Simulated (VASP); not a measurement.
# Al2Pt (Fm-3m) in VASP: further runs, part 2 of 3

VASP 6.6.1.

### Step 3. Electric field gradients, LDA (volume scaled by 0.99)

Input file INCAR:

```
SYSTEM = Al2Pt
PREC = Accurate ; ENCUT = 520
EDIFF = 1E-8 ; ISMEAR = -1
SIGMA = 0.08 ; LREAL = .FALSE.
LASPH = .TRUE. ; NELM = 100
ALGO = Normal ; ISIF = 2
LWAVE = .FALSE. ; LCHARG = .FALSE.
LEFG = .TRUE. ; NBANDS = 15
```

Input file KPOINTS:

```
regular mesh
0
G
  12 12 12
  0 0 0
```

Input file POSCAR:

```
Al2Pt
1.0
    0.0000000000      2.9451169830      2.9451169830
    2.9451169830      0.0000000000      2.9451169830
    2.9451169830      2.9451169830      0.0000000000
Al Pt
2 1
Direct
    0.2500000000      0.2500000000      0.2500000000
    0.7500000000      0.7500000000      0.7500000000
    0.0000000000      0.0000000000      0.0000000000
```

Potentials or basis: VASP PAW LDA potentials, release 64 (Al, Pt).

Command:

```sh
> cat potpaw_LDA.64/Al/POTCAR potpaw_LDA.64/Pt/POTCAR > POTCAR
> mpirun -np 1 vasp_std > vasp.out
```

OUTCAR:

```text
SYSTEM = Al2Pt
   PREC = Accurate
   ENCUT = 520
   EDIFF = 1E-8
   ISMEAR = -1
   LREAL = .FALSE.
   LASPH = .TRUE.
   NELM = 100
   ISIF = 2

 ion  position               nearest neighbor table
   1  0.250  0.250  0.250-   3 2.55   3 2.55   3 2.55   3 2.55   2 2.95   2 2.95   2 2.95   2 2.95
                             2 2.95   2 2.95
   2  0.750  0.750  0.750-   3 2.55   3 2.55   3 2.55   3 2.55   1 2.95   1 2.95   1 2.95   1 2.95
                             1 2.95   1 2.95
   3  0.000  0.000  0.000-   2 2.55   2 2.55   2 2.55   1 2.55   2 2.55   1 2.55   1 2.55   1 2.55

  LATTYP: Found a face centered cubic cell.
 ALAT       =     5.8902339660

  Lattice vectors:

 A1 = (   0.0000000000,   2.9451169830,   2.9451169830)
 A2 = (   2.9451169830,   0.0000000000,   2.9451169830)
 A3 = (   2.9451169830,   2.9451169830,   0.0000000000)

Analysis of symmetry for initial positions (statically):
=====================================================================
 Subroutine PRICEL returns:
 Original cell was already a primitive cell.

 Routine SETGRP: Setting up the symmetry group for a
 face centered cubic supercell.

 Subroutine GETGRP returns: Found 48 space group operations
[... 9 lines left out ...]

 Routine SETGRP: Setting up the symmetry group for a
 face centered cubic supercell.

 Subroutine GETGRP returns: Found 48 space group operations
 (whereof 48 operations were pure point group operations)
 out of a pool of 48 trial point group operations.

The dynamic configuration has the point symmetry O_h .

 Subroutine INISYM returns: Found 48 space group operations
 (whereof 48 operations are pure point group operations),
 and found     1 'primitive' translations

----------------------------------------------------------------------------------------

                                     Primitive cell

  volume of cell :      51.0902

  direct lattice vectors                    reciprocal lattice vectors
     0.000000000  2.945116983  2.945116983    -0.169772543  0.169772543  0.169772543
     2.945116983  0.000000000  2.945116983     0.169772543 -0.169772543  0.169772543
     2.945116983  2.945116983  0.000000000     0.169772543  0.169772543 -0.169772543

  length of vectors
     4.165024380  4.165024380  4.165024380     0.294054670  0.294054670  0.294054670

  position of ions in fractional coordinates (direct lattice)
     0.250000000  0.250000000  0.250000000
     0.750000000  0.750000000  0.750000000
     0.000000000  0.000000000  0.000000000

  ion indices of the primitive-cell ions
   primitive index   ion index
                 1           1
                 2           2
                 3           3

----------------------------------------------------------------------------------------

 KPOINTS: regular mesh

Automatic generation of k-mesh.
 Grid dimensions read from file:
 generate k-points for:   12   12   12

 Generating k-lattice:

  Cartesian coordinates                     Fractional coordinates (reciprocal lattice)
[... 76 lines left out ...]
   EFERMI_NEDOS =   21; number of points for ismear=-14 and -15
   IALGO  =     38    algorithm
   IMIX   =      4    mixing-type and parameters
     AMIX     =   0.40;   BMIX     =  1.00
     AMIX_MAG =   1.60;   BMIX_MAG =  1.00
  volume/ion in A,a.u.               =      17.03       114.92
  Fermi-wavevector in a.u.,A,eV,Ry     =   1.111738  2.100879 16.816262  1.235960
  Thomas-Fermi vector in A             =   2.248304
   LORBIT       =      0    0 simple, 1 ext, 2 COOP (PROOUT), +10 PAW based schemes
   GGA     = CA    functional components
   LHFCALC =     F    Hartree Fock is set to
   AEXX    =    0.0000 exact exchange contribution
   IVDW    =     0    specifies the selected vdW correction
   LEPSILON=     F    determine dielectric tensor
   LRPA    =     F    only Hartree local field effects (RPA)
 non-spin polarized calculation
  energy-cutoff  :      520.00
  volume of cell :       51.09
 maximum number of plane-waves:      1391
   NGX = 15   NGY = 15   NGZ = 15

 number of electron      16.0000000 magnetization

 Free energy of the ion-electron system (eV)
  ---------------------------------------------------
  ext. energy  EPLUGINS =         0.00000000
  ---------------------------------------------------
  free energy    TOTEN  =       -18.60361931 eV

  energy without entropy =      -18.57821822  energy(sigma->0) =      -18.59091877

 E-fermi :   7.8471     XC(G=0): -10.9301

 val. band max:        7.8307253666   @ k =   0.2500   0.2500   0.0000
 cond. band min:       7.8520843988   @ k =   0.3333   0.2500   0.0000
 fundamental gap:      0.0213590322
 Fermi energy:         7.8471386035

 k-point     1 :       0.0000    0.0000    0.0000
  band No.  band energies     occupation
      1      -2.4609      2.00000
      2       2.6964      2.00000
      3       2.6964      2.00000
      4       2.6964      2.00000
      5       4.0733      2.00000
      6       4.0733      2.00000
      7      10.7235      0.00000
      8      11.6616      0.00000
      9      11.6616      0.00000
     10      11.6616      0.00000
     11      13.2834      0.00000
     12      13.2834      0.00000
     13      13.2834      0.00000
     14      14.1440      0.00000
[... 401 lines left out ...]
      2       1.7255      2.00000
      3       2.9203      2.00000
      4       3.2303      2.00000
      5       3.8348      2.00000
      6       4.1666      2.00000
      7       4.5536      2.00000
      8       7.3358      1.99665
      9       8.4896      0.00065
     10      11.3266      0.00000
     11      13.4982      0.00000
     12      13.8464      0.00000
     13      14.7778      0.00000
     14      16.6509      0.00000
     15      17.0423      0.00000

 [... further k-points ...]
[... 5 lines left out ...]
  --------------------------------------------------------------------------------------
  -------------------------------------------------------------------------------------
  Total       -0.7240090     -0.7240090     -0.7240090     -0.0000000      0.0000000     -0.0000000
  in kB      -22.7047607    -22.7047607    -22.7047607     -0.0000000      0.0000000     -0.0000000
  external PRESSURE =     -22.7047607 kB  Pullay stress =       0.0000000 kB

 VOLUME and BASIS-vectors are now :
 -----------------------------------------------------------------------------
  energy-cutoff  :      520.00
  volume of cell :       51.09
      direct lattice vectors                 reciprocal lattice vectors
     0.000000000  2.945116983  2.945116983    -0.169772543  0.169772543  0.169772543
     2.945116983  0.000000000  2.945116983     0.169772543 -0.169772543  0.169772543
     2.945116983  2.945116983  0.000000000     0.169772543  0.169772543 -0.169772543

 POSITION                                       TOTAL-FORCE (eV/Angst)
 -----------------------------------------------------------------------------------
      1.47256      1.47256      1.47256         0.000000      0.000000      0.000000
      4.41768      4.41768      4.41768        -0.000000     -0.000000      0.000000
      0.00000      0.00000      0.00000        -0.000000      0.000000     -0.000000
 -----------------------------------------------------------------------------------
    total drift:                                0.000000     -0.000000      0.000000

  FREE ENERGIE OF THE ION-ELECTRON SYSTEM (eV)
  ---------------------------------------------------
  free  energy   TOTEN  =       -18.6036193149 eV

  energy  without entropy=      -18.5782182177  energy(sigma->0) =      -18.59091877

 Electric field gradients (V/A^2)
---------------------------------------------------------------------
 ion       V_xx      V_yy      V_zz      V_xy      V_xz      V_yz
---------------------------------------------------------------------
   1       0.000     0.000    -0.000     0.000     0.000     0.000
   2       0.000     0.000    -0.000     0.000     0.000     0.000
   3      -0.000     0.000    -0.000     0.000     0.000     0.000
---------------------------------------------------------------------

 Electric field gradients after diagonalization (V/A^2)
 (convention: |V_zz| > |V_xx| > |V_yy|)
----------------------------------------------------------------------
 ion       V_xx      V_yy      V_zz     asymmetry (V_yy - V_xx)/ V_zz
----------------------------------------------------------------------
   1      -0.000    -0.000     0.000       0.000
   2      -0.000    -0.000     0.000       0.000
   3      -0.000    -0.000     0.001       0.000
----------------------------------------------------------------------

           NMR quadrupolar parameters

 Cq : quadrupolar parameter    Cq=e*Q*V_zz/h
 eta: asymmetry parameters     (V_yy - V_xx)/ V_zz
 Q  : nuclear electric quadrupole moment in mb (millibarn)
----------------------------------------------------------------------
 ion       Cq(MHz)       eta       Q (mb)
----------------------------------------------------------------------
   1       0.000       0.000       1.000
   2       0.000       0.000       1.000
   3       0.000       0.000       1.000
----------------------------------------------------------------------
```

OSZICAR:

```text
N       E                     dE             d eps       ncg     rms          rms(c)
DAV:   1     0.461706272619E+02    0.46171E+02   -0.66268E+03  2192   0.906E+02
DAV:   2    -0.177037380590E+02   -0.63874E+02   -0.56314E+02  2588   0.165E+02
DAV:   3    -0.192379926459E+02   -0.15343E+01   -0.15242E+01  2847   0.245E+01
DAV:   4    -0.192491002804E+02   -0.11108E-01   -0.11106E-01  2531   0.244E+00
DAV:   5    -0.192492541154E+02   -0.15384E-03   -0.15383E-03  2881   0.295E-01    0.875E+00
DAV:   6    -0.187435998365E+02    0.50565E+00   -0.18239E+00  2524   0.122E+01    0.226E+00
DAV:   7    -0.186447672970E+02    0.98833E-01   -0.13742E-01  2496   0.347E+00    0.167E+00
DAV:   8    -0.186038568362E+02    0.40910E-01   -0.37111E-02  2631   0.148E+00    0.262E-01
DAV:   9    -0.186036225889E+02    0.23425E-03   -0.14661E-03  2755   0.298E-01    0.165E-01
DAV:  10    -0.186036233177E+02   -0.72881E-06   -0.15525E-04  2727   0.103E-01    0.180E-02
DAV:  11    -0.186036192990E+02    0.40187E-05   -0.13545E-05  2664   0.347E-02    0.750E-03
DAV:  12    -0.186036193514E+02   -0.52397E-07   -0.70837E-07  2538   0.544E-03    0.127E-03
DAV:  13    -0.186036193144E+02    0.36963E-07   -0.13944E-07  2790   0.334E-03    0.560E-04
DAV:  14    -0.186036193149E+02   -0.45361E-09   -0.42785E-09  1472   0.635E-04
   1 F= -.18603619E+02 E0= -.18590919E+02  d E =-.254011E-01
```

It took 22 s on 1 thread of Intel Xeon Platinum 8559C (Emerald Rapids), shared host; peak memory 0.19 GiB.

Results:

```
Free energy            : -18.6036 eV
Pressure               : -2.3 GPa
Band gap on the k mesh : zero (band 8 reaches 11.66 eV, above the bottom of band 9 at 6.22 eV)
```

Levels at points of the mesh, in eV from the Fermi level:
| k point | band 4 | band 5 | band 6 | band 7 | band 8 | band 9 | band 10 | band 11 | band 12 | band 13 |
| --- | --- | --- | --- | --- | --- | --- | --- | --- | --- | --- |
| (0.00, 0.00, 0.00) | -5.15 | -3.77 | -3.77 | 2.88 | 3.81 | 3.81 | 3.81 | 5.44 | 5.44 | 5.44 |
| (0.50, 0.00, 0.00) | -4.83 | -3.79 | -3.55 | -3.55 | 1.00 | 1.00 | 3.70 | 5.18 | 5.18 | 5.37 |
| (0.50, 0.50, 0.00) | -3.88 | -3.88 | -3.48 | -3.27 | -1.63 | -1.63 | 3.14 | 3.36 | 8.08 | 10.72 |

Caveat: without QUAD_EFG the Cq values of the log hold for a quadrupole moment of 1 mb, not for the nuclei; spin-orbit coupling is left out, which moves the levels of the heavy elements.

(Part 2 of 3 ends here.)
